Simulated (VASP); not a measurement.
# SiC (F-43m) in VASP: notebook, part 2 of 2

VASP 6.6.1. The steps go on from the part before.

## 4. Elastic constants, LDA

This run uses another cell than the first one, of 9.85 Å³/atom.

File INCAR:

```
PREC     = Accurate       # precision mode
ENCUT    = 600            # plane-wave cutoff, eV
EDIFF    = 1E-8           # SCF threshold, eV
ISMEAR   = 0              # smearing method
SIGMA    = 0.01           # smearing width, eV
LREAL    = F              # projectors in reciprocal space
LASPH    = T              # aspherical terms in the spheres
NELM     = 60             # most SCF steps
ALGO     = Normal         # electronic algorithm
ISIF     = 3              # what is computed and relaxed
LWAVE    = F              # write WAVECAR
LCHARG   = T              # write CHGCAR
GGA      = CA             # functional
IBRION   = 6              # ionic algorithm
NFREE    = 2            
POTIM    = 0.015          # step
NSW      = 1              # ionic steps
```

File KPOINTS:

```
regular mesh
0
Gamma
  12 12 12
```

File POSCAR:

```
SiC
1.0
    0.0000000000      2.1437760222      2.1437760222
    2.1437760222      0.0000000000      2.1437760222
    2.1437760222      2.1437760222      0.0000000000
Si C
1 1
Direct
    0.0000000000      0.0000000000      0.0000000000
    0.7500000000      0.7500000000      0.7500000000
```

Potentials or basis: VASP PAW LDA potentials, release 64 (Si, C).

Command:

```console
> cat potpaw_LDA.64/Si/POTCAR potpaw_LDA.64/C/POTCAR > POTCAR
> mpirun -np 1 vasp_std > vasp.out
```

OUTCAR:

```text
PREC = Accurate
   ENCUT = 600
   EDIFF = 1E-8
   ISMEAR = 0
   LREAL = F
   LASPH = T
   NELM = 60
   ISIF = 3
   GGA = CA
   IBRION = 6
   NFREE = 2
   POTIM = 0.015
   NSW = 1

 ion  position               nearest neighbor table
   1  0.000  0.000  0.000-   2 1.86   2 1.86   2 1.86   2 1.86
   2  0.750  0.750  0.750-   1 1.86   1 1.86   1 1.86   1 1.86

  LATTYP: Found a face centered cubic cell.
 ALAT       =     4.2875520444

  Lattice vectors:

 A1 = (   0.0000000000,   2.1437760222,   2.1437760222)
 A2 = (   2.1437760222,   0.0000000000,   2.1437760222)
 A3 = (   2.1437760222,   2.1437760222,   0.0000000000)

Analysis of symmetry for initial positions (statically):
=====================================================================
 Subroutine PRICEL returns:
 Original cell was already a primitive cell.

 Routine SETGRP: Setting up the symmetry group for a
 face centered cubic supercell.

 Subroutine GETGRP returns: Found 24 space group operations
 (whereof 24 operations were pure point group operations)
 out of a pool of 48 trial point group operations.

The static configuration has the point symmetry T_d .

Analysis of symmetry for dynamics (positions and initial velocities):
=====================================================================
 Subroutine PRICEL returns:
 Original cell was already a primitive cell.

 Routine SETGRP: Setting up the symmetry group for a
 face centered cubic supercell.

 Subroutine GETGRP returns: Found 24 space group operations
 (whereof 24 operations were pure point group operations)
 out of a pool of 48 trial point group operations.

The dynamic configuration has the point symmetry T_d .

 Subroutine INISYM returns: Found 24 space group operations
 (whereof 24 operations are pure point group operations),
 and found     1 'primitive' translations

----------------------------------------------------------------------------------------

                                     Primitive cell

  volume of cell :      19.7046

  direct lattice vectors                    reciprocal lattice vectors
     0.000000000  2.143776022  2.143776022    -0.233233320  0.233233320  0.233233320
     2.143776022  0.000000000  2.143776022     0.233233320 -0.233233320  0.233233320
     2.143776022  2.143776022  0.000000000     0.233233320  0.233233320 -0.233233320

  length of vectors
     3.031757125  3.031757125  3.031757125     0.403971961  0.403971961  0.403971961

  position of ions in fractional coordinates (direct lattice)
     0.000000000  0.000000000  0.000000000
     0.750000000  0.750000000  0.750000000

  ion indices of the primitive-cell ions
   primitive index   ion index
                 1           1
                 2           2
[... 301 lines left out ...]
--------------------------------------- Ionic step       17  -------------------------------------------

 number of electron       7.9999999 magnetization

 Free energy of the ion-electron system (eV)
  ---------------------------------------------------
  ext. energy  EPLUGINS =         0.00000000
  ---------------------------------------------------
  free energy    TOTEN  =       -16.62842897 eV

  energy without entropy =      -16.62842897  energy(sigma->0) =      -16.62842897

 E-fermi :   8.7877     XC(G=0): -11.7658

 val. band max:        8.6975776164   @ k =   0.0000   0.0000   0.0000
 cond. band min:       9.8879593151   @ k =   0.5000   0.5000   0.0000
 fundamental gap:      1.1903816988
 Fermi energy:         8.7877132234

 k-point     1 :       0.0000    0.0000    0.0000
  band No.  band energies     occupation
      1      -7.0762      2.00000
      2       8.5535      2.00000
      3       8.6267      2.00000
      4       8.6976      2.00000
      5      15.4959      0.00000
      6      16.1351      0.00000
      7      16.1628      0.00000
      8      16.1921      0.00000
[... 243 lines left out ...]
 k-point    24 :      -0.4167    0.1667    0.0000
  band No.  band energies     occupation
      1      -2.9492      2.00000
      2       0.3921      2.00000
      3       5.4494      2.00000
      4       7.0869      2.00000
      5      13.8450      0.00000
      6      16.6567      0.00000
      7      17.2872      0.00000
      8      20.1519      0.00000

 [... further k-points ...]

------------------------ aborting loop because EDIFF is reached ----------------------------------------

  FORCE on cell =-STRESS in cart. coord.  units (eV):
  Direction    XX          YY          ZZ          XY          YZ          ZX
  --------------------------------------------------------------------------------------
  -------------------------------------------------------------------------------------
  Total        0.8925152      0.8988397      0.8988397      0.0000000     -0.1555689      0.0000000
  in kB       72.5701408     73.0843882     73.0843882      0.0000000    -12.6492638      0.0000000
  external PRESSURE =      72.9129724 kB  Pullay stress =       0.0000000 kB
[... 17 lines left out ...]
  FREE ENERGIE OF THE ION-ELECTRON SYSTEM (eV)
  ---------------------------------------------------
  free  energy   TOTEN  =       -16.6284289697 eV

  energy  without entropy=      -16.6284289697  energy(sigma->0) =      -16.62842897

 INTERNAL STRAIN TENSORS FROM STRAINED CELLS
 ============================================

 INTERNAL STRAIN TENSOR FOR ION    1 for displacements in x,y,z  (eV/Angst):
          X           Y           Z          XY          YZ          ZX
  --------------------------------------------------------------------------------
  x    -0.00000    -0.00000    -0.00000    -0.00000   -10.37734    -0.00000
  y     0.00000    -0.00000    -0.00000    -0.00000    -0.00000   -10.37681
  z     0.00000    -0.00000    -0.00000   -10.37651    -0.00000     0.00000

 INTERNAL STRAIN TENSORS FROM DISPLACED ATOMS
 ============================================

 INTERNAL STRAIN TENSOR FOR ION    1 for displacements in x,y,z  (eV/Angst):
          X           Y           Z          XY          YZ          ZX
  --------------------------------------------------------------------------------
  x     0.00000    -0.00000    -0.00000     0.00000   -10.36976     0.00000
  y    -0.00000     0.00000    -0.00000     0.00000     0.00000   -10.36976
  z    -0.00000    -0.00000     0.00000   -10.36976     0.00000     0.00000

 INTERNAL STRAIN TENSOR FOR ION    2 for displacements in x,y,z  (eV/Angst):
          X           Y           Z          XY          YZ          ZX
  --------------------------------------------------------------------------------
  x    -0.00000     0.00000     0.00000     0.00000    10.36999     0.00000
  y     0.00000     0.00000     0.00000     0.00000     0.00000    10.36999
  z     0.00000     0.00000    -0.00000    10.36999     0.00000     0.00000

 Eigenvectors and eigenvalues of the dynamical matrix
 ----------------------------------------------------

   1 f  =   24.702098 THz   155.207857 2PiTHz  823.973285 cm-1   102.159621 meV
             X         Y         Z           dx          dy          dz
      0.000000  0.000000  0.000000     0.000000    0.547323    0.000000
      3.215664  3.215664  3.215664    -0.000000   -0.836921    0.000000
[... 21 lines left out ...]
   6 f/i=    0.000180 THz     0.001132 2PiTHz    0.006008 cm-1     0.000745 meV
             X         Y         Z           dx          dy          dz
      0.000000  0.000000  0.000000     0.120887   -0.828145    0.000000
      3.215664  3.215664  3.215664     0.079057   -0.541584    0.000000

--------------------------------------------------------------------------------------------------------

 ELASTIC MODULI CONTR FROM IONIC RELAXATION (kBar)
 Direction    XX          YY          ZZ          XY          YZ          ZX
 --------------------------------------------------------------------------------
 XX          -0.0000     -0.0000      0.0000     -0.0000      0.0000     -0.0000
 YY          -0.0000     -0.0000     -0.0000     -0.0000     -0.0000     -0.0000
 ZZ           0.0000     -0.0000     -0.0000      0.0000     -0.0000     -0.0000
 XY          -0.0000     -0.0000      0.0000   -416.2628     -0.0000      0.0000
 YZ           0.0000     -0.0000     -0.0000     -0.0000   -416.2628     -0.0000
 ZX          -0.0000     -0.0000     -0.0000      0.0000     -0.0000   -416.2628
 --------------------------------------------------------------------------------

 TOTAL ELASTIC MODULI (kBar)
 Direction    XX          YY          ZZ          XY          YZ          ZX
 --------------------------------------------------------------------------------
 XX        4224.2348   1617.3737   1617.3737     -0.0000      0.0000     -0.0000
 YY        1617.3737   4224.2348   1617.3737      0.0000     -0.0000      0.0000
 ZZ        1617.3737   1617.3737   4224.2348      0.0000      0.0000     -0.0000
 XY          -0.0000      0.0000      0.0000   2648.3992     -0.0000      0.0000
 YZ           0.0000     -0.0000      0.0000     -0.0000   2648.3992     -0.0000
 ZX          -0.0000      0.0000     -0.0000      0.0000     -0.0000   2648.3992
 --------------------------------------------------------------------------------
```

Wall time 5 min (1 thread of AMD EPYC 9R45 (Zen 5), shared host); peak memory 0.27 GiB.

Results:

- Elastic constants C11, C12, C44: 422, 162, 265 GPa
- Voigt bulk modulus: 249 GPa
- Highest phonon frequency at Γ, LO-TO splitting left out: 824 cm⁻¹

Phonon frequencies in cm⁻¹ (negative: imaginary):
```csv
q point,frequencies
"(0.000, 0.000, 0.000)",0 0 0 824 824 824
```

Elastic tensor in Voigt notation (GPa, in the Cartesian axes of the cell as first typed):
```
422 162 162   0   0   0
162 422 162   0   0   0
162 162 422   0   0   0
  0   0   0 265   0   0
  0   0   0   0 265   0
  0   0   0   0   0 265
```

Clamped-ion elastic tensor (GPa):
```
422 162 162   0   0   0
162 422 162   0   0   0
162 162 422   0   0   0
  0   0   0 306   0   0
  0   0   0   0 306   0
  0   0   0   0   0 306
```

Caveat: the cell is under stress, which shifts elastic constants.
